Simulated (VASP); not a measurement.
# GaAsSe3 (Pm-3m) in VASP: a series of runs

The runs below take GaAsSe3 through single point, with PBE.

All numbers are computed with VASP 6.6.1; they aren't measurements. Logs are shortened: lines on timing, memory, paths and dates and some standing lists are left out, and cuts for length are marked.

### 1 The cell of the first run

It takes space group Pm-3m (No. 221, cubic). The conventional cell has a = 4.971 Å, b = 4.971 Å, c = 4.971 Å, α = 90.00°, β = 90.00°, γ = 90.00°. Ga (site symmetry m-3m) has 12 Se at 3.52 Å and 8 As at 4.31 Å within 4.6 Å. As (site symmetry m-3m) has 6 Se at 2.49 Å within 3.3 Å. Within 3.3 Å of Se (site symmetry 4/mmm) lie 2 As at 2.49 Å.

### 2 Single point, PBE

INCAR

```
ALGO = Normal ; EDIFF = 1E-6
ENCUT = 520 ; GGA = PE
ISIF = 2 ; ISMEAR = 0
LASPH = T ; LCHARG = F
LREAL = F ; LWAVE = F
NBANDS = 26 ; NELM = 60
PREC = Accurate ; SIGMA = 0.1
```

KPOINTS

```
k-points
0
Gamma
  4 4 4
```

POSCAR

```
GaAsSe3
1.0
    4.9713916600      0.0000000000      0.0000000000
    0.0000000000      4.9713916600      0.0000000000
    0.0000000000      0.0000000000      4.9713916600
Ga As Se
1 1 3
Direct
    0.0000000000      0.0000000000      0.0000000000
    0.5000000000      0.5000000000      0.5000000000
    0.0000000000      0.5000000000      0.5000000000
    0.5000000000      0.5000000000      0.0000000000
    0.5000000000      0.0000000000      0.5000000000
```

Potentials or basis: VASP PAW PBE potentials, release 64 (Ga_d, As, Se).

The run is started by

```sh
$ cat potpaw_PBE.64/Ga_d/POTCAR potpaw_PBE.64/As/POTCAR potpaw_PBE.64/Se/POTCAR > POTCAR
$ mpirun -np 1 vasp_std > vasp.out
```

OUTCAR:

```text
EDIFF = 1E-6
   ENCUT = 520
   GGA = PE
   ISIF = 2
   ISMEAR = 0
   LASPH = T
   LREAL = F
   NELM = 60
   PREC = Accurate

 ion  position               nearest neighbor table
   1  0.000  0.000  0.000-
   2  0.500  0.500  0.500-   3 2.49   4 2.49   5 2.49   4 2.49   5 2.49   3 2.49
   3  0.000  0.500  0.500-   2 2.49   2 2.49
   4  0.500  0.500  0.000-   2 2.49   2 2.49
   5  0.500  0.000  0.500-   2 2.49   2 2.49

  LATTYP: Found a simple cubic cell.
 ALAT       =     4.9713916600

  Lattice vectors:

 A1 = (   4.9713916600,   0.0000000000,   0.0000000000)
 A2 = (   0.0000000000,   4.9713916600,   0.0000000000)
 A3 = (   0.0000000000,   0.0000000000,   4.9713916600)

Analysis of symmetry for initial positions (statically):
=====================================================================
 Subroutine PRICEL returns:
 Original cell was already a primitive cell.

 Routine SETGRP: Setting up the symmetry group for a
 simple cubic supercell.

 Subroutine GETGRP returns: Found 48 space group operations
 (whereof 48 operations were pure point group operations)
 out of a pool of 48 trial point group operations.

The static configuration has the point symmetry O_h .

Analysis of symmetry for dynamics (positions and initial velocities):
=====================================================================
 Subroutine PRICEL returns:
 Original cell was already a primitive cell.

 Routine SETGRP: Setting up the symmetry group for a
 simple cubic supercell.

 Subroutine GETGRP returns: Found 48 space group operations
 (whereof 48 operations were pure point group operations)
 out of a pool of 48 trial point group operations.

The dynamic configuration has the point symmetry O_h .

 Subroutine INISYM returns: Found 48 space group operations
 (whereof 48 operations are pure point group operations),
 and found     1 'primitive' translations

----------------------------------------------------------------------------------------

                                     Primitive cell

  volume of cell :     122.8666

  direct lattice vectors                    reciprocal lattice vectors
     4.971391660  0.000000000  0.000000000     0.201150919  0.000000000  0.000000000
     0.000000000  4.971391660  0.000000000     0.000000000  0.201150919  0.000000000
     0.000000000  0.000000000  4.971391660     0.000000000  0.000000000  0.201150919

  length of vectors
     4.971391660  4.971391660  4.971391660     0.201150919  0.201150919  0.201150919

  position of ions in fractional coordinates (direct lattice)
     0.000000000  0.000000000  0.000000000
     0.500000000  0.500000000  0.500000000
     0.000000000  0.500000000  0.500000000
     0.500000000  0.500000000  0.000000000
     0.500000000  0.000000000  0.500000000

  ion indices of the primitive-cell ions
   primitive index   ion index
                 1           1
                 2           2
                 3           3
                 4           4
                 5           5

----------------------------------------------------------------------------------------

 KPOINTS: k-points

Automatic generation of k-mesh.
 Grid dimensions read from file:
 generate k-points for:    4    4    4

 Generating k-lattice:

  Cartesian coordinates                     Fractional coordinates (reciprocal lattice)
     0.050287730  0.000000000  0.000000000     0.250000000  0.000000000  0.000000000
     0.000000000  0.050287730  0.000000000     0.000000000  0.250000000  0.000000000
     0.000000000  0.000000000  0.050287730     0.000000000  0.000000000  0.250000000

  Length of vectors
     0.050287730  0.050287730  0.050287730

  Shift w.r.t. Gamma in fractional coordinates (k-lattice)
     0.000000000  0.000000000  0.000000000

 Subroutine IBZKPT returns following result:
 ===========================================

 Found     10 irreducible k-points:

 Following reciprocal coordinates:
            Coordinates               Weight
  0.000000  0.000000  0.000000      1.000000
  0.250000  0.000000  0.000000      6.000000
  0.500000  0.000000  0.000000      3.000000
  0.250000  0.250000  0.000000     12.000000
  0.500000  0.250000  0.000000     12.000000
  0.500000  0.500000  0.000000      3.000000
  0.250000  0.250000  0.250000      8.000000
  0.500000  0.250000  0.250000     12.000000
  0.500000  0.500000  0.250000      6.000000
  0.500000  0.500000  0.500000      1.000000
   k-points           NKPTS =     10   k-points in BZ     NKDIM =     10   number of bands    NBANDS=     26
   number of dos      NEDOS =    301   number of ions     NIONS =      5
   total plane-waves  NPLWV =  64000
   dimension x,y,z NGX =    40 NGY =   40 NGZ =   40
   dimension x,y,z NGXF=    80 NGYF=   80 NGZF=   80
   ions per type =               1   1   3
   NGX,Y,Z   is equivalent  to a cutoff of  13.38, 13.38, 13.38 a.u.
   NGXF,Y,Z  is equivalent  to a cutoff of  26.75, 26.75, 26.75 a.u.
 SYSTEM =  unknown system
   PREC   = accura    normal or accurate (medium, high low for compatibility)
   ISTART =      0    job   : 0-new  1-cont  2-samecut
   ICHARG =      2    charge: 1-file 2-atom 10-const
   ISPIN  =      1    spin polarized calculation?
   LNONCOLLINEAR =      F non collinear calculations
   LSORBIT =      F    spin-orbit coupling
   LASPH  =      T    aspherical Exc in radial PAW
   ENCUT  =  520.0 eV  38.22 Ry    6.18 a.u.   9.24  9.24  9.24*2*pi/ulx,y,z
   NELM   =     60;   NELMIN=  2; NELMDL= -5     # of ELM steps
   EDIFF  = 0.1E-05   stopping-criterion for ELM
   LREAL  =      F    real-space projection
   EDIFFG = 0.1E-04   stopping-criterion for IOM
   NSW    =      0    number of steps for IOM
   IBRION =     -1    ionic relax: 0-MD 1-quasi-New 2-CG
   NFREE  =      0    steps in history (QN), initial steepest desc. (CG)
   ISIF   =      2    stress and relaxation
   ISYM   =      2    0-nonsym 1-usesym 2-fastsym
   POTIM  = 0.5000    time-step for ionic-motion
   TEBEG  =    0.0;   TEEND  =   0.0 temperature during run
   PSTRESS=    0.0 pullay stress
   NELECT =      36.0000    total number of electrons
   NUPDOWN=      -1.0000    fix difference up-down
   EMIN   =  10.00;   EMAX   =-10.00  energy-range for DOS
   EFERMI =   0.00;   METHOD = LEGACY
   ISMEAR =     0;   SIGMA  =   0.10  broadening in eV -4-tet -1-fermi 0-gaus
   EFERMI_NEDOS =   21; number of points for ismear=-14 and -15
   IALGO  =     38    algorithm
   IMIX   =      4    mixing-type and parameters
     AMIX     =   0.40;   BMIX     =  1.00
     AMIX_MAG =   1.60;   BMIX_MAG =  1.00
  volume/ion in A,a.u.               =      24.57       165.83
  Fermi-wavevector in a.u.,A,eV,Ry     =   1.087337  2.054770 16.086206  1.182303
  Thomas-Fermi vector in A             =   2.223495
   LORBIT       =      0    0 simple, 1 ext, 2 COOP (PROOUT), +10 PAW based schemes
   GGA     = PE    functional components
   LHFCALC =     F    Hartree Fock is set to
   AEXX    =    0.0000 exact exchange contribution
   IVDW    =     0    specifies the selected vdW correction
   LEPSILON=     F    determine dielectric tensor
   LRPA    =     F    only Hartree local field effects (RPA)
 non-spin polarized calculation
 Gauss-broadening in eV      SIGMA  =   0.10
  energy-cutoff  :      520.00
  volume of cell :      122.87
 maximum number of plane-waves:      3362
 NGX is ok and might be reduce to    40
   NGX = 19   NGY = 19   NGZ = 19

 number of electron      35.9999988 magnetization

 Free energy of the ion-electron system (eV)
  ---------------------------------------------------
  ext. energy  EPLUGINS =         0.00000000
  ---------------------------------------------------
  free energy    TOTEN  =       -16.21176821 eV

  energy without entropy =      -16.15703255  energy(sigma->0) =      -16.18440038

 E-fermi :   3.0538     XC(G=0):  -9.4436

 val. band max:        3.0455563067   @ k =   0.2500   0.2500   0.2500
 cond. band min:       3.0837321393   @ k =   0.2500   0.2500   0.0000
 fundamental gap:      0.0381758326
 Fermi energy:         3.0537561821

 k-point     1 :       0.0000    0.0000    0.0000
  band No.  band energies     occupation
      1     -12.1499      2.00000
      2     -11.2234      2.00000
      3     -11.2234      2.00000
      4     -11.2198      2.00000
      5     -11.2198      2.00000
      6     -11.2198      2.00000
[... 18 lines left out ...]
     25       8.2417      0.00000
     26       8.8641      0.00000

 k-point     2 :       0.2500    0.0000    0.0000
  band No.  band energies     occupation
      1     -11.9355      2.00000
      2     -11.2223      2.00000
      3     -11.2223      2.00000
      4     -11.2205      2.00000
      5     -11.2205      2.00000
      6     -11.2198      2.00000
[... 18 lines left out ...]
     25       9.7635      0.00000
     26       9.7639      0.00000

 k-point     3 :       0.5000    0.0000    0.0000
  band No.  band energies     occupation
      1     -11.6390      2.00000
      2     -11.2214      2.00000
      3     -11.2212      2.00000
      4     -11.2211      2.00000
      5     -11.2211      2.00000
      6     -11.2198      2.00000
[... 18 lines left out ...]
     25      10.8339      0.00000
     26      10.8491      0.00000

 k-point     4 :       0.2500    0.2500    0.0000
  band No.  band energies     occupation
      1     -11.7101      2.00000
      2     -11.2218      2.00000
      3     -11.2210      2.00000
      4     -11.2204      2.00000
      5     -11.2204      2.00000
      6     -11.2185      2.00000
[... 18 lines left out ...]
     25       9.6490      0.00000
     26       9.7520      0.00000
[... 90 lines left out ...]
      1     -11.2555      2.00000
      2     -11.2245      2.00000
      3     -11.2229      2.00000
      4     -11.2195      2.00000
      5     -11.2188      2.00000
      6     -11.0644      2.00000
[... 18 lines left out ...]
     25       8.2340      0.00000
     26      11.0859      0.00000

 k-point     9 :       0.5000    0.5000    0.2500
  band No.  band energies     occupation
      1     -11.2374      2.00000
      2     -11.2250      2.00000
      3     -11.2250      2.00000
      4     -11.2189      2.00000
      5     -11.2179      2.00000
      6     -10.6045      2.00000
[... 18 lines left out ...]
     25       7.8763      0.00000
     26      11.7463      0.00000

 k-point    10 :       0.5000    0.5000    0.5000
  band No.  band energies     occupation
      1     -11.2289      2.00000
      2     -11.2289      2.00000
      3     -11.2289      2.00000
      4     -11.2178      2.00000
      5     -11.2178      2.00000
      6      -9.6299      2.00000
[... 18 lines left out ...]
     25       7.9931      0.00000
     26      11.0258      0.00000

------------------------ aborting loop because EDIFF is reached ----------------------------------------

  FORCE on cell =-STRESS in cart. coord.  units (eV):
  Direction    XX          YY          ZZ          XY          YZ          ZX
  --------------------------------------------------------------------------------------
  -------------------------------------------------------------------------------------
  Total        3.2302893      3.2302893      3.2302893      0.0000000      0.0000000     -0.0000000
  in kB       42.1228802     42.1228802     42.1228802      0.0000000      0.0000000     -0.0000000
  external PRESSURE =      42.1228802 kB  Pullay stress =       0.0000000 kB

 VOLUME and BASIS-vectors are now :
 -----------------------------------------------------------------------------
  energy-cutoff  :      520.00
  volume of cell :      122.87
      direct lattice vectors                 reciprocal lattice vectors
     4.971391660  0.000000000  0.000000000     0.201150919  0.000000000  0.000000000
     0.000000000  4.971391660  0.000000000     0.000000000  0.201150919  0.000000000
     0.000000000  0.000000000  4.971391660     0.000000000  0.000000000  0.201150919

 POSITION                                       TOTAL-FORCE (eV/Angst)
 -----------------------------------------------------------------------------------
      0.00000      0.00000      0.00000         0.000000      0.000000      0.000000
      2.48570      2.48570      2.48570         0.000000      0.000000      0.000000
      0.00000      2.48570      2.48570         0.000000      0.000000      0.000000
      2.48570      2.48570      0.00000         0.000000      0.000000      0.000000
      2.48570      0.00000      2.48570         0.000000      0.000000      0.000000
 -----------------------------------------------------------------------------------
    total drift:                               -0.000000     -0.000000     -0.000000

  FREE ENERGIE OF THE ION-ELECTRON SYSTEM (eV)
  ---------------------------------------------------
  free  energy   TOTEN  =       -16.2117682114 eV

  energy  without entropy=      -16.1570325473  energy(sigma->0) =      -16.18440038
```

Wall time 19 s (1 thread of Intel Xeon 6975P-C (Granite Rapids), shared host); peak memory 0.25 GiB.

Results:

- Free energy: -16.2118 eV
- Pressure: 4.2 GPa
- Band gap on the k mesh: zero (band 18 reaches 3.86 eV, above the bottom of band 19 at 2.41 eV)

Levels at points of the mesh, in eV from the Fermi level:
```
           k point  band 16  band 17  band 18  band 19  band 20  band 21
(0.00, 0.00, 0.00)    -0.93    -0.65    -0.65    -0.65     4.84     4.84
(0.50, 0.00, 0.00)    -1.18    -0.58    -0.58    -0.13     2.08     2.58
(0.50, 0.50, 0.00)    -1.42    -1.15     0.65     0.65     0.79     1.13
(0.50, 0.50, 0.50)     0.32     0.32     0.32     0.83     0.83     0.83
```

### 3 Single point, PBE

This run uses another cell than the first one, of 26.86 Å³/atom, 1.093 times its volume.

INCAR

```
PREC     = Accurate       # precision mode
ENCUT    = 520            # plane-wave cutoff, eV
EDIFF    = 1E-6           # SCF threshold, eV
ISMEAR   = 0              # smearing method
SIGMA    = 0.1            # smearing width, eV
LREAL    = False          # projectors in reciprocal space
LASPH    = True           # aspherical terms in the spheres
NELM     = 100            # most SCF steps
ALGO     = Normal         # electronic algorithm
ISIF     = 2              # what is computed and relaxed
LWAVE    = False          # write WAVECAR
LCHARG   = False          # write CHGCAR
GGA      = PE             # functional
NBANDS   = 26             # bands
```

KPOINTS

```
regular mesh
0
Gamma
  4 4 4
```

Changes to POSCAR since step 2:

```diff
@@ -2,5 +2,5 @@
 1.0
-    4.9713916600      0.0000000000      0.0000000000
-    0.0000000000      4.9713916600      0.0000000000
-    0.0000000000      0.0000000000      4.9713916600
+    5.1212403147      0.0000000000      0.0000000000
+    0.0000000000      5.1212403147      0.0000000000
+    0.0000000000      0.0000000000      5.1212403147
 Ga As Se
```

Potentials or basis: VASP PAW PBE potentials, release 64 (Ga_d, As, Se).

The run is started by

```sh
$ cat potpaw_PBE.64/Ga_d/POTCAR potpaw_PBE.64/As/POTCAR potpaw_PBE.64/Se/POTCAR > POTCAR
$ mpirun -np 1 vasp_std > vasp.out
```

Wall time 17 s (1 thread of Intel Xeon 6975P-C (Granite Rapids), shared host); peak memory 0.25 GiB.

It converged, with:

| Quantity | Value |
| --- | --- |
| Free energy | -16.3575 eV |
| Pressure | 0.2 GPa |
| Band gap on the k mesh | zero (band 18 reaches 2.97 eV, above the bottom of band 19 at 1.72 eV) |

Levels at points of the mesh, in eV from the Fermi level:
| k point | band 16 | band 17 | band 18 | band 19 | band 20 | band 21 |
| --- | --- | --- | --- | --- | --- | --- |
| (0.00, 0.00, 0.00) | -0.77 | -0.53 | -0.53 | -0.53 | 4.59 | 4.59 |
| (0.50, 0.00, 0.00) | -0.97 | -0.47 | -0.47 | -0.14 | 1.89 | 2.54 |
| (0.50, 0.50, 0.00) | -1.31 | -0.98 | 0.71 | 0.71 | 0.71 | 0.88 |
| (0.50, 0.50, 0.50) | 0.29 | 0.29 | 0.29 | 0.74 | 0.74 | 0.74 |
